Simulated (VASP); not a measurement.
# SiGe (P6_3mc) in VASP: a series of runs

The runs below take SiGe through single point, with PBEsol.

Program: VASP 6.6.1. These are calculated values, not measurements. Logs are shortened: lines on timing, memory, paths and dates and some standing lists are left out, and cuts for length are marked.

### Step 1. The cell of the first run

It takes space group P6_3mc (No. 186, hexagonal). The conventional cell has a = 4.002 Å, b = 4.002 Å, c = 6.611 Å, α = 90.00°, β = 90.00°, γ = 120.00°. Si (site symmetry 3m) has 4 Ge at 2.32 to 2.51 Å within 3.1 Å. Ge (site symmetry 3m) has 4 Si at 2.32 to 2.51 Å within 3.1 Å.

### Step 2. Single point, PBEsol (atoms shifted along a free coordinate)

The input, INCAR:

```
SYSTEM = SiGe
PREC = Accurate
ENCUT = 520
EDIFF = 1E-6
ISMEAR = 0
SIGMA = 0.03
LREAL = .FALSE.
LASPH = .TRUE.
NELM = 60
ALGO = Normal
ISIF = 2
LWAVE = .FALSE.
LCHARG = .FALSE.
GGA = PS
NBANDS = 26
```

The input, KPOINTS:

```
Automatic mesh
0
G
  12 12 6
  0 0 0
```

The input, POSCAR:

```
SiGe
1.0
    4.0018446113      0.0000000000      0.0000000000
   -2.0009223057      3.4656990954      0.0000000000
    0.0000000000      0.0000000000      6.6106243379
Si Ge
2 2
Direct
    0.6666666667      0.3333333333      0.8745463082
    0.3333333333      0.6666666667      0.3745463082
    0.6666666667      0.3333333333      0.5237332063
    0.3333333333      0.6666666667      0.0237332063
```

Potentials or basis: VASP PAW PBE potentials, release 64 (Si, Ge_d).

On the command line:

```sh
$ cat potpaw_PBE.64/Si/POTCAR potpaw_PBE.64/Ge_d/POTCAR > POTCAR
$ mpirun -np 1 vasp_std > vasp.out
```

OUTCAR:

```text
SYSTEM = SiGe
   PREC = Accurate
   ENCUT = 520
   EDIFF = 1E-6
   ISMEAR = 0
   LREAL = .FALSE.
   LASPH = .TRUE.
   NELM = 60
   ISIF = 2
   GGA = PS

 ion  position               nearest neighbor table
   1  0.667  0.333  0.875-   3 2.32   4 2.51   4 2.51   4 2.51
   2  0.333  0.667  0.375-   4 2.32   3 2.51   3 2.51   3 2.51
   3  0.667  0.333  0.524-   1 2.32   2 2.51   2 2.51   2 2.51
   4  0.333  0.667  0.024-   2 2.32   1 2.51   1 2.51   1 2.51

  LATTYP: Found a hexagonal cell.
 ALAT       =     4.0018446113
 C/A-ratio  =     1.6518943087

  Lattice vectors:

 A1 = (   4.0018446113,   0.0000000000,   0.0000000000)
 A2 = (  -2.0009223057,   3.4656990954,   0.0000000000)
 A3 = (   0.0000000000,   0.0000000000,   6.6106243379)

Analysis of symmetry for initial positions (statically):
=====================================================================
 Subroutine PRICEL returns:
 Original cell was already a primitive cell.

 Routine SETGRP: Setting up the symmetry group for a
 hexagonal supercell.

 Subroutine GETGRP returns: Found 12 space group operations
 (whereof  6 operations were pure point group operations)
 out of a pool of 24 trial point group operations.

The static configuration has the point symmetry C_3v.
 The point group associated with its full space group is C_6v.

Analysis of symmetry for dynamics (positions and initial velocities):
=====================================================================
 Subroutine PRICEL returns:
 Original cell was already a primitive cell.

 Routine SETGRP: Setting up the symmetry group for a
 hexagonal supercell.

 Subroutine GETGRP returns: Found 12 space group operations
 (whereof  6 operations were pure point group operations)
 out of a pool of 24 trial point group operations.

The dynamic configuration has the point symmetry C_3v.
 The point group associated with its full space group is C_6v.

 Subroutine INISYM returns: Found 12 space group operations
 (whereof  6 operations are pure point group operations),
 and found     1 'primitive' translations

----------------------------------------------------------------------------------------

                                     Primitive cell

  volume of cell :      91.6840

  direct lattice vectors                    reciprocal lattice vectors
     4.001844611  0.000000000  0.000000000     0.249884765  0.144271036  0.000000000
    -2.000922306  3.465699095  0.000000000     0.000000000  0.288542073  0.000000000
     0.000000000  0.000000000  6.610624338     0.000000000  0.000000000  0.151271642

  length of vectors
     4.001844611  4.001844611  6.610624338     0.288542073  0.288542073  0.151271642

  position of ions in fractional coordinates (direct lattice)
     0.666666667  0.333333333  0.874546308
     0.333333333  0.666666667  0.374546308
     0.666666667  0.333333333  0.523733206
     0.333333333  0.666666667  0.023733206

  ion indices of the primitive-cell ions
   primitive index   ion index
                 1           1
                 2           2
                 3           3
                 4           4

----------------------------------------------------------------------------------------

 KPOINTS: Automatic mesh

Automatic generation of k-mesh.
 Grid dimensions read from file:
 generate k-points for:   12   12    6

 Generating k-lattice:

  Cartesian coordinates                     Fractional coordinates (reciprocal lattice)
     0.020823730  0.012022586  0.000000000     0.083333333  0.000000000  0.000000000
     0.000000000  0.024045173  0.000000000     0.000000000  0.083333333  0.000000000
     0.000000000  0.000000000  0.025211940     0.000000000  0.000000000  0.166666667

  Length of vectors
     0.024045173  0.024045173  0.025211940

  Shift w.r.t. Gamma in fractional coordinates (k-lattice)
     0.000000000  0.000000000  0.000000000

 Subroutine IBZKPT returns following result:
 ===========================================

 Found     76 irreducible k-points:

 Following reciprocal coordinates:
            Coordinates               Weight
  0.000000  0.000000  0.000000      1.000000
  0.083333  0.000000  0.000000      6.000000
  0.166667 -0.000000  0.000000      6.000000
  0.250000  0.000000  0.000000      6.000000
  0.333333  0.000000  0.000000      6.000000
  0.416667 -0.000000  0.000000      6.000000
[... 16 lines left out ...]
  0.250000  0.000000  0.166667     12.000000
  0.333333  0.000000  0.166667     12.000000
 [... further k-points ...]
   k-points           NKPTS =     76   k-points in BZ     NKDIM =     76   number of bands    NBANDS=     26
   number of dos      NEDOS =    301   number of ions     NIONS =      4
   total plane-waves  NPLWV =  45000
   dimension x,y,z NGX =    30 NGY =   30 NGZ =   50
   dimension x,y,z NGXF=    60 NGYF=   60 NGZF=  100
   ions per type =               2   2
   NGX,Y,Z   is equivalent  to a cutoff of  12.46, 12.46, 12.57 a.u.
   NGXF,Y,Z  is equivalent  to a cutoff of  24.93, 24.93, 25.15 a.u.
 SYSTEM =  SiGe
   PREC   = accura    normal or accurate (medium, high low for compatibility)
   ISTART =      0    job   : 0-new  1-cont  2-samecut
   ICHARG =      2    charge: 1-file 2-atom 10-const
   ISPIN  =      1    spin polarized calculation?
   LNONCOLLINEAR =      F non collinear calculations
   LSORBIT =      F    spin-orbit coupling
   LASPH  =      T    aspherical Exc in radial PAW
   ENCUT  =  520.0 eV  38.22 Ry    6.18 a.u.   7.44  7.44 12.29*2*pi/ulx,y,z
   NELM   =     60;   NELMIN=  2; NELMDL= -5     # of ELM steps
   EDIFF  = 0.1E-05   stopping-criterion for ELM
   LREAL  =      F    real-space projection
   EDIFFG = 0.1E-04   stopping-criterion for IOM
   NSW    =      0    number of steps for IOM
   IBRION =     -1    ionic relax: 0-MD 1-quasi-New 2-CG
   NFREE  =      0    steps in history (QN), initial steepest desc. (CG)
   ISIF   =      2    stress and relaxation
   ISYM   =      2    0-nonsym 1-usesym 2-fastsym
   POTIM  = 0.5000    time-step for ionic-motion
   TEBEG  =    0.0;   TEEND  =   0.0 temperature during run
   PSTRESS=    0.0 pullay stress
   NELECT =      36.0000    total number of electrons
   NUPDOWN=      -1.0000    fix difference up-down
   EMIN   =  10.00;   EMAX   =-10.00  energy-range for DOS
   EFERMI =   0.00;   METHOD = LEGACY
   ISMEAR =     0;   SIGMA  =   0.03  broadening in eV -4-tet -1-fermi 0-gaus
   EFERMI_NEDOS =   21; number of points for ismear=-14 and -15
   IALGO  =     38    algorithm
   IMIX   =      4    mixing-type and parameters
     AMIX     =   0.40;   BMIX     =  1.00
     AMIX_MAG =   1.60;   BMIX_MAG =  1.00
  volume/ion in A,a.u.               =      22.92       154.68
  Fermi-wavevector in a.u.,A,eV,Ry     =   1.198794  2.265392 19.553021  1.437107
  Thomas-Fermi vector in A             =   2.334673
   LORBIT       =      0    0 simple, 1 ext, 2 COOP (PROOUT), +10 PAW based schemes
   GGA     = PS    functional components
   LHFCALC =     F    Hartree Fock is set to
   AEXX    =    0.0000 exact exchange contribution
   IVDW    =     0    specifies the selected vdW correction
   LEPSILON=     F    determine dielectric tensor
   LRPA    =     F    only Hartree local field effects (RPA)
 non-spin polarized calculation
 Gauss-broadening in eV      SIGMA  =   0.03
  energy-cutoff  :      520.00
  volume of cell :       91.68
 maximum number of plane-waves:      2539
 NGX is ok and might be reduce to    30
   NGX = 15   NGY = 15   NGZ = 25

 number of electron      36.0000030 magnetization

 Free energy of the ion-electron system (eV)
  ---------------------------------------------------
  ext. energy  EPLUGINS =         0.00000000
  ---------------------------------------------------
  free energy    TOTEN  =       -20.85564303 eV

  energy without entropy =      -20.85525293  energy(sigma->0) =      -20.85544798

 E-fermi :   4.9949     XC(G=0):  -9.5605

 val. band max:        4.9922136941   @ k =   0.4167  -0.0000   0.3333
 cond. band min:       5.0036352051   @ k =   0.5000   0.0000   0.3333
 fundamental gap:      0.0114215110
 Fermi energy:         4.9949261802

 k-point     1 :       0.0000    0.0000    0.0000
  band No.  band energies     occupation
      1     -19.7118      2.00000
      2     -19.7110      2.00000
      3     -19.6950      2.00000
      4     -19.6950      2.00000
      5     -19.6922      2.00000
      6     -19.6922      2.00000
[... 18 lines left out ...]
     25       9.2086      0.00000
     26      11.0039      0.00000

 k-point     2 :       0.0833    0.0000    0.0000
  band No.  band energies     occupation
      1     -19.7116      2.00000
      2     -19.7108      2.00000
      3     -19.6951      2.00000
      4     -19.6948      2.00000
      5     -19.6923      2.00000
      6     -19.6919      2.00000
[... 18 lines left out ...]
     25       9.4951      0.00000
     26      10.5815      0.00000

 k-point     3 :       0.1667   -0.0000    0.0000
  band No.  band energies     occupation
      1     -19.7109      2.00000
      2     -19.7104      2.00000
      3     -19.6955      2.00000
      4     -19.6944      2.00000
      5     -19.6926      2.00000
      6     -19.6912      2.00000
[... 18 lines left out ...]
     25       9.9129      0.00000
     26      10.2375      0.00000

 k-point     4 :       0.2500    0.0000    0.0000
  band No.  band energies     occupation
      1     -19.7102      2.00000
      2     -19.7097      2.00000
      3     -19.6959      2.00000
      4     -19.6939      2.00000
      5     -19.6930      2.00000
      6     -19.6902      2.00000
[... 18 lines left out ...]
     25      10.9948      0.00000
     26      11.2402      0.00000

 k-point     5 :       0.3333    0.0000    0.0000
  band No.  band energies     occupation
      1     -19.7098      2.00000
      2     -19.7089      2.00000
      3     -19.6963      2.00000
      4     -19.6935      2.00000
      5     -19.6933      2.00000
      6     -19.6893      2.00000
[... 18 lines left out ...]
     25      11.2490      0.00000
     26      11.9482      0.00000

 k-point     6 :       0.4167   -0.0000    0.0000
  band No.  band energies     occupation
      1     -19.7096      2.00000
      2     -19.7083      2.00000
      3     -19.6967      2.00000
      4     -19.6934      2.00000
      5     -19.6932      2.00000
      6     -19.6887      2.00000
[... 427 lines left out ...]
 k-point    21 :       0.0833    0.0000    0.1667
  band No.  band energies     occupation
      1     -19.7115      2.00000
      2     -19.7109      2.00000
      3     -19.6950      2.00000
      4     -19.6947      2.00000
      5     -19.6925      2.00000
      6     -19.6921      2.00000
[... 18 lines left out ...]
     25       9.2651      0.00000
     26      10.8365      0.00000

 k-point    22 :       0.1667   -0.0000    0.1667
  band No.  band energies     occupation
      1     -19.7109      2.00000
      2     -19.7104      2.00000
      3     -19.6953      2.00000
      4     -19.6942      2.00000
      5     -19.6928      2.00000
      6     -19.6914      2.00000
[... 18 lines left out ...]
     25       9.9872      0.00000
     26      10.2437      0.00000

 k-point    23 :       0.2500    0.0000    0.1667
  band No.  band energies     occupation
      1     -19.7102      2.00000
      2     -19.7098      2.00000
      3     -19.6957      2.00000
      4     -19.6936      2.00000
      5     -19.6931      2.00000
      6     -19.6904      2.00000
[... 18 lines left out ...]
     25      10.7116      0.00000
     26      10.9347      0.00000

 k-point    24 :       0.3333    0.0000    0.1667
  band No.  band energies     occupation
      1     -19.7098      2.00000
      2     -19.7091      2.00000
      3     -19.6960      2.00000
      4     -19.6934      2.00000
      5     -19.6932      2.00000
      6     -19.6896      2.00000
[... 18 lines left out ...]
     25      11.6124      0.00000
     26      11.8837      0.00000

 [... further k-points ...]

------------------------ aborting loop because EDIFF is reached ----------------------------------------

  FORCE on cell =-STRESS in cart. coord.  units (eV):
  Direction    XX          YY          ZZ          XY          YZ          ZX
  --------------------------------------------------------------------------------------
  -------------------------------------------------------------------------------------
  Total       -4.0428640     -4.0428640      0.0131882      0.0000000      0.0000000      0.0000000
  in kB      -70.6490228    -70.6490228      0.2304630      0.0000000      0.0000000      0.0000000
  external PRESSURE =     -47.0225275 kB  Pullay stress =       0.0000000 kB

 VOLUME and BASIS-vectors are now :
 -----------------------------------------------------------------------------
  energy-cutoff  :      520.00
  volume of cell :       91.68
      direct lattice vectors                 reciprocal lattice vectors
     4.001844611  0.000000000  0.000000000     0.249884765  0.144271036  0.000000000
    -2.000922306  3.465699095  0.000000000     0.000000000  0.288542073  0.000000000
     0.000000000  0.000000000  6.610624338     0.000000000  0.000000000  0.151271642

 POSITION                                       TOTAL-FORCE (eV/Angst)
 -----------------------------------------------------------------------------------
      2.00092      1.15523      5.78130         0.000000      0.000000      1.922589
     -0.00000      2.31047      2.47598        -0.000000     -0.000000      1.922589
      2.00092      1.15523      3.46220         0.000000     -0.000000     -1.922589
     -0.00000      2.31047      0.15689        -0.000000      0.000000     -1.922589
 -----------------------------------------------------------------------------------
    total drift:                                0.000000      0.000000      0.001145

  FREE ENERGIE OF THE ION-ELECTRON SYSTEM (eV)
  ---------------------------------------------------
  free  energy   TOTEN  =       -20.8556430252 eV

  energy  without entropy=      -20.8552529310  energy(sigma->0) =      -20.85544798
```

Run time: 3.1 min. Hardware: 1 thread of Intel Xeon 8259CL, shared host; peak memory 0.3 GiB.

What came out:

```yaml
Free_energy: -20.8556 eV
Pressure: -4.7 GPa
Largest_force: 1.923 eV/Å
Band_gap_on_the_k_mesh: zero (bands 18 and 19 overlap by 0.22 eV)
```

Forces in eV/Å, atoms in the order of the input:
```
Si   0.000  0.000  1.923
Si   0.000  0.000  1.923
Ge   0.000  0.000 -1.923
Ge   0.000  0.000 -1.923
```

Caveat: the cell differs from its parent crystal (atoms shifted along a free coordinate); the stress differs along the axes, from -7 to 0 GPa; semilocal functionals underestimate gaps, and a narrow one can read as zero; the PAW data sets were made with another functional, which shifts forces and pressure a little.

(Part 1 of 3 ends here.)

The gap in the log of VASP goes by the Fermi energy; the results here count the filled bands.